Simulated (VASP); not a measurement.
Input of a VASP 6.6.1 run:

Contents of INCAR:

```
PREC     = Accurate       # precision mode
ENCUT    = 520            # plane-wave cutoff, eV
EDIFF    = 1E-6           # SCF threshold, eV
ISMEAR   = 0              # smearing method
SIGMA    = 0.01           # smearing width, eV
LREAL    = F              # projectors in reciprocal space
LASPH    = T              # aspherical terms in the spheres
NELM     = 60             # most SCF steps
ALGO     = Normal         # electronic algorithm
ISIF     = 2              # what is computed and relaxed
LWAVE    = F              # write WAVECAR
LCHARG   = F              # write CHGCAR
GGA      = PE             # functional
NBANDS   = 24             # bands
```

KPOINTS

```
regular mesh
0
Gamma
  6 6 6
```

Contents of POSCAR:

```
KMgF3
1.0
    4.0555367516      0.0000000000      0.0000000000
    0.0000000000      4.0555367516      0.0000000000
    0.0000000000      0.0000000000      4.0555367516
K Mg F
1 1 3
Direct
    0.5000000000      0.5000000000      0.5000000000
    0.0000000000      0.0000000000      0.0000000000
    0.5000000000      0.0000000000      0.0000000000
    0.0000000000      0.5000000000      0.0000000000
    0.0000000000      0.0000000000      0.5000000000
```

Potentials or basis: VASP PAW PBE potentials, release 64 (K_sv, Mg, F).

Run with:

```bash
$ cat potpaw_PBE.64/K_sv/POTCAR potpaw_PBE.64/Mg/POTCAR potpaw_PBE.64/F/POTCAR > POTCAR
$ mpirun -np 1 vasp_std > vasp.out
```

Problem. Estimate the band gap on the k mesh.

Solution. 6.92 eV, indirect (least direct gap 7.24 eV).

Problem. Estimate the pressure.

Solution. -0.5 GPa.

A k mesh can miss the band edges. As with any semilocal functional, this PBE gap is likely too small.
